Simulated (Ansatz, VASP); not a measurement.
SrSn3Te4: VASP beside Ansatz

```
Sn Te Sr
1.0
    -3.18172    3.18172    6.38635
     3.18172   -3.18172    6.38635
     3.18172    3.18172   -6.38635
Sn Te Sr
3 4 1
Direct
  0.75000 0.25000 0.50000
  0.00000 0.00000 0.00000
  0.25000 0.75000 0.50000
  0.50000 0.00000 0.50000
  0.75595 0.75595 0.00000
  0.00000 0.50000 0.50000
  0.24405 0.24405 0.00000
  0.50000 0.50000 0.00000
```

Alike in both runs: task single point; functional PBE; k mesh 4 × 4 × 4; no spin polarisation.

|  | VASP | Ansatz |
| --- | --- | --- |
| version | VASP 6.6.1 | Ansatz 0.2.0 |
| potentials or method | VASP PAW PBE potentials, release 64 (Sn_d, Te, Sr_sv) | plane waves, PAW |
| plane-wave cutoff (eV) | 520 | 420 |
| occupations | gaussian, width 0.01 eV | fixed |
| valence electrons in the cell | 76 | 116 |

VASP gave:

| Quantity | Value |
| --- | --- |
| gap on the k mesh at the Fermi level (eV) | 0.21 |
| pressure (GPa) | 2.7 |
| rms of the force components (eV/Å) | 0.014 |

**Question.** Estimate Ansatz's values.

**Answer.** gap on the k mesh at the Fermi level (eV): 0.21; pressure (GPa): 2.6; rms of the force components (eV/Å): 0.012.

VASP's potentials hold 76 valence electrons a cell and Ansatz's 116, so a difference there can come from the potentials and not from the codes.

Neither program's run includes spin-orbit coupling.
